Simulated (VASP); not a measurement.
# Al3C2 (P-4m2) in VASP: further runs

The runs below take Al3C2 through single point, relaxation of cell and atoms, with PBE.

All numbers are computed with VASP 6.6.1; they aren't measurements. Logs are shortened: lines on timing, memory, paths and dates and some standing lists are left out, and cuts for length are marked.

## Step 1: The cell of the first run

Symmetry: P-4m2, No. 115, tetragonal system. The conventional cell has a = 3.078 Å, b = 3.078 Å, c = 5.692 Å, α = 90.00°, β = 90.00°, γ = 90.00°. Within 2.8 Å of Al (site symmetry 2mm) lie 5 C at 2.10 to 2.23 Å and 6 Al at 2.55 to 2.72 Å. Within 2.9 Å of Al (site symmetry -4m2) lie 4 C at 2.19 Å and 4 Al at 2.55 Å. C (site symmetry 2mm) has 7 Al at 2.10 to 2.23 Å within 2.8 Å.

## Step 2: Single point, PBE, collinear spin, ferromagnetic start

INCAR

```
  PREC = Accurate
  ENCUT = 520
  EDIFF = 1E-7
  ISMEAR = 0
  SIGMA = 0.1
  LREAL = False
  LASPH = True
  NELM = 150
  ALGO = Normal
  ISIF = 2
  LWAVE = False
  LCHARG = True
  ISPIN = 2
  MAGMOM = 0 0 0 1 1
  LORBIT = 11
  GGA = PE
  LELF = True
  LVHAR = True
  NBANDS = 20
```

KPOINTS

```
regular mesh
0
Gamma
  6 6 4
```

POSCAR

```
Al3C2
1.0
    3.0776675006      0.0000000000      0.0000000000
    0.0000000000      3.0776675006      0.0000000000
    0.0000000000      0.0000000000      5.6919538196
Al C
3 2
Direct
    0.0000000000      0.5000000000      0.3572793014
    0.5000000000      0.0000000000      0.6427206986
    0.5000000000      0.5000000000      0.0000000000
    0.5000000000      0.0000000000      0.2734851848
    0.0000000000      0.5000000000      0.7265148152
```

Potentials or basis: VASP PAW PBE potentials, release 64 (Al, C).

Launch:

```bash
cat potpaw_PBE.64/Al/POTCAR potpaw_PBE.64/C/POTCAR > POTCAR
mpirun -np 1 vasp_std > vasp.out
```

OUTCAR:

```text
PREC = Accurate
   ENCUT = 520
   EDIFF = 1E-7
   ISMEAR = 0
   LREAL = False
   LASPH = True
   NELM = 150
   ISIF = 2
   ISPIN = 2
   LORBIT = 11
   GGA = PE

 ion  position               nearest neighbor table
   1  0.000  0.500  0.357-   5 2.10   4 2.23   4 2.23   4 2.23   4 2.23   3 2.55   3 2.55   2 2.72
                             2 2.72   2 2.72   2 2.72
   2  0.500  0.000  0.643-   4 2.10   5 2.23   5 2.23   5 2.23   5 2.23   3 2.55   3 2.55   1 2.72
                             1 2.72   1 2.72   1 2.72
   3  0.500  0.500  0.000-   4 2.19   5 2.19   4 2.19   5 2.19   2 2.55   1 2.55   1 2.55   2 2.55

   4  0.500  0.000  0.273-   2 2.10   3 2.19   3 2.19   1 2.23   1 2.23   1 2.23   1 2.23
   5  0.000  0.500  0.727-   1 2.10   3 2.19   3 2.19   2 2.23   2 2.23   2 2.23   2 2.23

  LATTYP: Found a simple tetragonal cell.
 ALAT       =     3.0776675006
 C/A-ratio  =     1.8494375427

  Lattice vectors:

 A1 = (   3.0776675006,   0.0000000000,   0.0000000000)
 A2 = (   0.0000000000,   3.0776675006,   0.0000000000)
 A3 = (   0.0000000000,   0.0000000000,   5.6919538196)

Analysis of symmetry for initial positions (statically):
=====================================================================
 Subroutine PRICEL returns:
 Original cell was already a primitive cell.

 Routine SETGRP: Setting up the symmetry group for a
 simple tetragonal supercell.

 Subroutine GETGRP returns: Found  8 space group operations
 (whereof  8 operations were pure point group operations)
 out of a pool of 16 trial point group operations.

The static configuration has the point symmetry D_2d.

Analysis of symmetry for dynamics (positions and initial velocities):
=====================================================================
 Subroutine PRICEL returns:
 Original cell was already a primitive cell.

 Routine SETGRP: Setting up the symmetry group for a
 simple tetragonal supercell.

 Subroutine GETGRP returns: Found  8 space group operations
 (whereof  8 operations were pure point group operations)
 out of a pool of 16 trial point group operations.

The dynamic configuration has the point symmetry D_2d.

Analysis of structural, dynamic, and magnetic symmetry:
=====================================================================
 Subroutine PRICEL returns:
 Original cell was already a primitive cell.

 Routine SETGRP: Setting up the symmetry group for a
 simple tetragonal supercell.

 Subroutine GETGRP returns: Found  8 space group operations
 (whereof  8 operations were pure point group operations)
 out of a pool of 16 trial point group operations.

The overall configuration has the point symmetry D_2d.

 Subroutine INISYM returns: Found  8 space group operations
 (whereof  8 operations are pure point group operations),
 and found     1 'primitive' translations

----------------------------------------------------------------------------------------

                                     Primitive cell

  volume of cell :      53.9144

  direct lattice vectors                    reciprocal lattice vectors
     3.077667501  0.000000000  0.000000000     0.324921389  0.000000000  0.000000000
     0.000000000  3.077667501  0.000000000     0.000000000  0.324921389  0.000000000
     0.000000000  0.000000000  5.691953820     0.000000000  0.000000000  0.175686598

  length of vectors
     3.077667501  3.077667501  5.691953820     0.324921389  0.324921389  0.175686598

  position of ions in fractional coordinates (direct lattice)
     0.000000000  0.500000000  0.357279301
     0.500000000  0.000000000  0.642720699
     0.500000000  0.500000000  0.000000000
     0.500000000  0.000000000  0.273485185
     0.000000000  0.500000000  0.726514815

  ion indices of the primitive-cell ions
   primitive index   ion index
                 1           1
                 2           2
                 3           3
                 4           4
                 5           5

[... 29 lines left out ...]
  0.166667  0.000000  0.000000      4.000000
  0.333333  0.000000  0.000000      4.000000
  0.500000  0.000000  0.000000      2.000000
  0.166667  0.166667  0.000000      4.000000
  0.333333  0.166667  0.000000      8.000000
[... 16 lines left out ...]
  0.333333  0.000000  0.500000      4.000000
  0.500000  0.000000  0.500000      2.000000
 [... further k-points ...]
   k-points           NKPTS =     30   k-points in BZ     NKDIM =     30   number of bands    NBANDS=     20
   number of dos      NEDOS =    301   number of ions     NIONS =      5
   total plane-waves  NPLWV =  24192
   dimension x,y,z NGX =    24 NGY =   24 NGZ =   42
   dimension x,y,z NGXF=    48 NGYF=   48 NGZF=   84
   ions per type =               3   2
   NGX,Y,Z   is equivalent  to a cutoff of  12.96, 12.96, 12.27 a.u.
   NGXF,Y,Z  is equivalent  to a cutoff of  25.93, 25.93, 24.53 a.u.
 SYSTEM =  unknown system
   PREC   = accura    normal or accurate (medium, high low for compatibility)
   ISTART =      0    job   : 0-new  1-cont  2-samecut
   ICHARG =      2    charge: 1-file 2-atom 10-const
   ISPIN  =      2    spin polarized calculation?
   LNONCOLLINEAR =      F non collinear calculations
   LSORBIT =      F    spin-orbit coupling
   LASPH  =      T    aspherical Exc in radial PAW
   ENCUT  =  520.0 eV  38.22 Ry    6.18 a.u.   5.72  5.72 10.58*2*pi/ulx,y,z
   NELM   =    150;   NELMIN=  2; NELMDL= -5     # of ELM steps
   EDIFF  = 0.1E-06   stopping-criterion for ELM
   LREAL  =      F    real-space projection
   EDIFFG = 0.1E-05   stopping-criterion for IOM
   NSW    =      0    number of steps for IOM
   IBRION =     -1    ionic relax: 0-MD 1-quasi-New 2-CG
   NFREE  =      0    steps in history (QN), initial steepest desc. (CG)
   ISIF   =      2    stress and relaxation
   ISYM   =      2    0-nonsym 1-usesym 2-fastsym
   POTIM  = 0.5000    time-step for ionic-motion
   TEBEG  =    0.0;   TEEND  =   0.0 temperature during run
   PSTRESS=    0.0 pullay stress
   NELECT =      17.0000    total number of electrons
   NUPDOWN=      -1.0000    fix difference up-down
   EMIN   =  10.00;   EMAX   =-10.00  energy-range for DOS
   EFERMI =   0.00;   METHOD = LEGACY
   ISMEAR =     0;   SIGMA  =   0.10  broadening in eV -4-tet -1-fermi 0-gaus
   EFERMI_NEDOS =   21; number of points for ismear=-14 and -15
   IALGO  =     38    algorithm
   IMIX   =      4    mixing-type and parameters
     AMIX     =   0.40;   BMIX     =  1.00
     AMIX_MAG =   1.60;   BMIX_MAG =  1.00
  volume/ion in A,a.u.               =      10.78        72.77
  Fermi-wavevector in a.u.,A,eV,Ry     =   1.114268  2.105661 16.892892  1.241593
  Thomas-Fermi vector in A             =   2.250861
   LORBIT       =     11    0 simple, 1 ext, 2 COOP (PROOUT), +10 PAW based schemes
   GGA     = PE    functional components
   LHFCALC =     F    Hartree Fock is set to
   AEXX    =    0.0000 exact exchange contribution
   IVDW    =     0    specifies the selected vdW correction
   LEPSILON=     F    determine dielectric tensor
   LRPA    =     F    only Hartree local field effects (RPA)
 spin polarized calculation
 Gauss-broadening in eV      SIGMA  =   0.10
  energy-cutoff  :      520.00
  volume of cell :       53.91
 maximum number of plane-waves:      1472
 NGX is ok and might be reduce to    24
   NGX = 11   NGY = 11   NGZ = 21

 number of electron      17.0000000 magnetization       0.0003459

 number of electron      17.0000000 magnetization      -0.0000952

 Free energy of the ion-electron system (eV)
  ---------------------------------------------------
  ext. energy  EPLUGINS =         0.00000000
  ---------------------------------------------------
  free energy    TOTEN  =       -27.75160981 eV

  energy without entropy =      -27.74831451  energy(sigma->0) =      -27.74996216

 E-fermi :   9.8788     XC(G=0): -11.2644

 val. band max:        9.7472071645   @ k =   0.5000   0.1667   0.5000
 cond. band min:       9.8983487414   @ k =   0.3333   0.0000   0.2500
 fundamental gap:      0.1511415769
 Fermi energy:         9.8787500570

 spin component 1

 k-point     1 :       0.0000    0.0000    0.0000
  band No.  band energies     occupation
      1      -5.6213      1.00000
      2      -2.8719      1.00000
      3       0.5266      1.00000
      4       6.9108      1.00000
      5       6.9108      1.00000
      6       7.1246      1.00000
[... 541 lines left out ...]
     19      21.0385      0.00000
     20      22.5096      0.00000

 [... further k-points ...]

 spin component 2

 k-point     1 :       0.0000    0.0000    0.0000
  band No.  band energies     occupation
      1      -5.6214      1.00000
      2      -2.8719      1.00000
      3       0.5266      1.00000
      4       6.9108      1.00000
      5       6.9108      1.00000
      6       7.1246      1.00000
[... 541 lines left out ...]
     19      21.0385      0.00000
     20      22.5150      0.00000

 [... further k-points ...]

------------------------ aborting loop because EDIFF is reached ----------------------------------------

  FORCE on cell =-STRESS in cart. coord.  units (eV):
  Direction    XX          YY          ZZ          XY          YZ          ZX
  --------------------------------------------------------------------------------------
  -------------------------------------------------------------------------------------
  Total       -0.0131268     -0.0131268     -0.0488540      0.0000000      0.0000000      0.0000000
  in kB       -0.3900894     -0.3900894     -1.4517974      0.0000000      0.0000000      0.0000000
  external PRESSURE =      -0.7439921 kB  Pullay stress =       0.0000000 kB

 VOLUME and BASIS-vectors are now :
 -----------------------------------------------------------------------------
  energy-cutoff  :      520.00
  volume of cell :       53.91
      direct lattice vectors                 reciprocal lattice vectors
     3.077667501  0.000000000  0.000000000     0.324921389  0.000000000  0.000000000
     0.000000000  3.077667501  0.000000000     0.000000000  0.324921389  0.000000000
     0.000000000  0.000000000  5.691953820     0.000000000  0.000000000  0.175686598

 POSITION                                       TOTAL-FORCE (eV/Angst)
 -----------------------------------------------------------------------------------
      0.00000      1.53883      2.03362         0.000000     -0.000000      0.000468
      1.53883      0.00000      3.65834         0.000000      0.000000     -0.000468
      1.53883      1.53883      0.00000         0.000000      0.000000      0.000000
      1.53883      0.00000      1.55667        -0.000000     -0.000000      0.006451
      0.00000      1.53883      4.13529         0.000000     -0.000000     -0.006451
 -----------------------------------------------------------------------------------
    total drift:                                0.000000      0.000000      0.000000

  FREE ENERGIE OF THE ION-ELECTRON SYSTEM (eV)
  ---------------------------------------------------
  free  energy   TOTEN  =       -27.7516098110 eV

  energy  without entropy=      -27.7483145101  energy(sigma->0) =      -27.74996216

 total charge

# of ion       s       p       d       tot
------------------------------------------
    1        0.379   0.406   0.000   0.784
    2        0.379   0.406   0.000   0.784
    3        0.360   0.396   0.000   0.757
    4        0.846   1.512   0.000   2.359
    5        0.846   1.512   0.000   2.359
--------------------------------------------------
tot          2.810   4.233   0.000   7.043

 magnetization (x)

# of ion       s       p       d       tot
------------------------------------------
    1        0.000  -0.000   0.000  -0.000
    2        0.000  -0.000   0.000  -0.000
    3       -0.000  -0.000   0.000  -0.000
    4        0.000   0.000   0.000   0.000
    5        0.000   0.000   0.000   0.000
--------------------------------------------------
tot          0.000   0.000   0.000   0.000
```

It took 21 s on 1 thread of Intel Xeon 6975P-C (Granite Rapids), shared host; peak memory 0.19 GiB.

What came out:

| Quantity | Value |
| --- | --- |
| Free energy | -27.7516 eV |
| Pressure | -0.1 GPa |
| Largest force | 0.006 eV/Å |
| Net moment | 0.00 μB per cell |
| Valence electrons inside the program's atomic spheres | Al 0.78, 0.76; C 2.36 |

Forces on the atoms (eV/Å):
```
Al   0.000  0.000  0.000
Al   0.000  0.000  0.000
Al   0.000  0.000  0.000
C    0.000  0.000  0.006
C    0.000  0.000 -0.006
```

Levels at points of the mesh, in eV from the Fermi level:
Spin up:
```
           k point  band 5  band 6  band 7  band 8  band 9  band 10  band 11  band 12
(0.00, 0.00, 0.00)   -2.97   -2.75   -1.37   -1.37    0.24     0.71     2.66     5.38
(0.50, 0.00, 0.00)   -6.28   -5.77   -1.68   -0.90    1.99     2.19     4.32     5.10
(0.50, 0.50, 0.00)   -6.00   -4.28   -4.26   -4.26   -2.44    -2.44    -0.49     1.22
(0.00, 0.00, 0.50)   -2.69   -2.69   -1.84   -1.84    0.54     2.45     3.16     3.48
(0.50, 0.00, 0.50)   -4.17   -3.55   -1.66   -0.89   -0.67    -0.36     4.32     5.28
(0.50, 0.50, 0.50)   -6.63   -5.13   -5.13   -5.03   -0.60    -0.60     1.88     3.76
```
Spin down:
| k point | band 4 | band 5 | band 6 | band 7 | band 8 | band 9 | band 10 | band 11 | band 12 | band 13 |
| --- | --- | --- | --- | --- | --- | --- | --- | --- | --- | --- |
| (0.00, 0.00, 0.00) | -2.97 | -2.97 | -2.75 | -1.37 | -1.37 | 0.24 | 0.71 | 2.66 | 5.38 | 5.80 |
| (0.50, 0.00, 0.00) | -7.56 | -6.28 | -5.77 | -1.68 | -0.90 | 1.99 | 2.19 | 4.32 | 5.10 | 5.16 |
| (0.50, 0.50, 0.00) | -6.92 | -6.00 | -4.28 | -4.26 | -4.26 | -2.44 | -2.44 | -0.49 | 1.22 | 7.08 |
| (0.00, 0.00, 0.50) | -6.08 | -2.69 | -2.69 | -1.84 | -1.84 | 0.54 | 2.45 | 3.16 | 3.48 | 5.48 |
| (0.50, 0.00, 0.50) | -8.64 | -4.17 | -3.55 | -1.66 | -0.89 | -0.67 | -0.36 | 4.32 | 5.28 | 5.90 |
| (0.50, 0.50, 0.50) | -7.02 | -6.63 | -5.13 | -5.13 | -5.03 | -0.60 | -0.60 | 1.88 | 3.76 | 3.85 |

## Step 3: Single point, PBE

INCAR

```
  PREC = Accurate
  ENCUT = 520
  EDIFF = 1E-6
  ISMEAR = 0
  SIGMA = 0.1
  LREAL = F
  LASPH = T
  NELM = 100
  ALGO = Normal
  ISIF = 2
  LWAVE = F
  LCHARG = F
  GGA = PE
  NBANDS = 16
```

KPOINTS

```
regular mesh
0
Gamma
  12 12 8
```

POSCAR

```
Al3C2
1.0
    3.0763661940      0.0000000000      0.0000000000
    0.0000000000      3.0763661940      0.0000000000
    0.0000000000      0.0000000000      5.7017554007
Al C
3 2
Direct
    0.0000000000      0.5000000000      0.3571162510
    0.5000000000      0.0000000000      0.6428837490
    0.5000000000      0.5000000000      0.0000000000
    0.5000000000      0.0000000000      0.2732435995
    0.0000000000      0.5000000000      0.7267564005
```

Potentials or basis: VASP PAW PBE potentials, release 64 (Al, C).

Launch:

```bash
cat potpaw_PBE.64/Al/POTCAR potpaw_PBE.64/C/POTCAR > POTCAR
mpirun -np 1 vasp_std > vasp.out
```

Wall time 26 s (1 thread of Intel Xeon 6975P-C (Granite Rapids), shared host); peak memory 0.23 GiB.

The run converged. Its results:

- Free energy: -27.7338 eV
- Pressure: -0.1 GPa
- Largest force: 0.005 eV/Å

Forces on the atoms (eV/Å):
```
Al   0.000  0.000 -0.005
Al   0.000  0.000  0.005
Al   0.000  0.000  0.000
C    0.000  0.000  0.000
C    0.000  0.000  0.000
```

Levels at points of the mesh, in eV from the Fermi level:
| k point | band 5 | band 6 | band 7 | band 8 | band 9 | band 10 | band 11 | band 12 |
| --- | --- | --- | --- | --- | --- | --- | --- | --- |
| (0.00, 0.00, 0.00) | -2.94 | -2.74 | -1.36 | -1.36 | 0.27 | 0.71 | 2.69 | 5.37 |
| (0.50, 0.00, 0.00) | -6.26 | -5.75 | -1.65 | -0.89 | 2.01 | 2.20 | 4.33 | 5.10 |
| (0.50, 0.50, 0.00) | -5.99 | -4.29 | -4.24 | -4.24 | -2.42 | -2.42 | -0.47 | 1.22 |
| (0.00, 0.00, 0.50) | -2.67 | -2.67 | -1.83 | -1.83 | 0.57 | 2.47 | 3.18 | 3.49 |
| (0.50, 0.00, 0.50) | -4.16 | -3.54 | -1.63 | -0.87 | -0.67 | -0.37 | 4.35 | 5.32 |
| (0.50, 0.50, 0.50) | -6.62 | -5.10 | -5.10 | -5.03 | -0.59 | -0.59 | 1.88 | 3.73 |

## Step 4: Relaxation of cell and atoms, PBE

INCAR

```
PREC = Accurate ; ENCUT = 600
EDIFF = 1E-6 ; ISMEAR = 0
SIGMA = 0.1 ; LREAL = False
LASPH = True ; NELM = 80
ALGO = Normal ; ISIF = 3
LWAVE = False ; LCHARG = False
GGA = PE ; IBRION = 2
NSW = 100 ; EDIFFG = -0.01
```

KPOINTS is that of step 3.

POSCAR

```
Al3C2
1.0
    3.0776675006      0.0000000000      0.0000000000
    0.0000000000      3.0776675006      0.0000000000
    0.0000000000      0.0000000000      5.6919538196
Al C
3 2
Direct
    0.0000000000      0.5000000000      0.3572793014
    0.5000000000      0.0000000000      0.6427206986
    0.5000000000      0.5000000000      0.0000000000
    0.5000000000      0.0000000000      0.2734851848
    0.0000000000      0.5000000000      0.7265148152
```

Launch:

```bash
cat potpaw_PBE.64/Al/POTCAR potpaw_PBE.64/C/POTCAR > POTCAR
mpirun -np 1 vasp_std > vasp.out
```

Run time: 45 s. Hardware: 1 thread of Intel Xeon 6975P-C (Granite Rapids), shared host; peak memory 0.25 GiB.

Results (log left out):

```yaml
Free_energy: -27.7352 eV
Relaxed_volume: 10.79 Å³/atom
Relaxed_cell: a = 3.076 Å, b = 3.076 Å, c = 5.699 Å, α = 90.00°, β = 90.00°, γ = 90.00°
Space_group_after_relaxing_to_0.05_Å: P-4m2 (No. 115)
Energy_gained_by_relaxing: 0.0 meV/atom
Ionic_steps: 2
Pressure_after_relaxing: -0.1 GPa
Largest_force_after_relaxing: 0.007 eV/Å
```

Forces on the atoms (eV/Å):
```
Al   0.000  0.000 -0.007
Al   0.000  0.000  0.007
Al   0.000  0.000  0.000
C    0.000  0.000 -0.001
C    0.000  0.000  0.001
```

The path:
| step | energy change (eV) | largest force (eV/Å) | pressure (GPa) | volume (Å³) |
| --- | --- | --- | --- | --- |
| 1 | 0.0000 | 0.0308 | 0.04 | 53.91 |
| 2 | -0.0002 | 0.0074 | -0.08 | 53.94 |

Final structure:
```
Al C
1.0
     3.07627    0.00000    0.00000
     0.00000    3.07627    0.00000
     0.00000    0.00000    5.69947
Al C
3 2
Direct
  0.00000 0.50000 0.35715
  0.50000 0.00000 0.64285
  0.50000 0.50000 0.00000
  0.50000 0.00000 0.27322
  0.00000 0.50000 0.72678
```

Levels at points of the mesh, in eV from the Fermi level:
```
           k point  band 5  band 6  band 7  band 8  band 9  band 10  band 11  band 12
(0.00, 0.00, 0.00)   -2.95   -2.74   -1.36   -1.36    0.27     0.71     2.68     5.37
(0.50, 0.00, 0.00)   -6.26   -5.76   -1.66   -0.90    2.01     2.20     4.33     5.11
(0.50, 0.50, 0.00)   -5.99   -4.30   -4.24   -4.24   -2.42    -2.42    -0.47     1.22
(0.00, 0.00, 0.50)   -2.67   -2.67   -1.83   -1.83    0.57     2.47     3.18     3.49
(0.50, 0.00, 0.50)   -4.17   -3.55   -1.64   -0.88   -0.67    -0.36     4.35     5.31
(0.50, 0.50, 0.50)   -6.63   -5.11   -5.11   -5.03   -0.59    -0.59     1.88     3.73
```

## Step 5: The runs side by side

```csv
task,spin,cell,k mesh,cutoff (eV),gap on the mesh (eV),pressure (GPa),largest force (eV/Å)
single point,"collinear, ferromagnetic start","a = 3.078, b = 3.078, c = 5.692 Å, 5 atoms",6 × 6 × 4,520,none,-0.1,0.01
single point,off,"a = 3.076, b = 3.076, c = 5.702 Å, 5 atoms",12 × 12 × 8,520,none,-0.1,0.01
relaxation of cell and atoms,off,"relaxed from a = 3.078, b = 3.078, c = 5.692 Å, 5 atoms",12 × 12 × 8,600,none,-0.1,0.01
```

Alike in all rows: level PBE; potentials or basis VASP PAW PBE potentials, release 64 (Al, C); smearing gaussian 0.1 eV.

Total energies depend on the potentials used, so only differences within one code and one set of settings carry meaning.
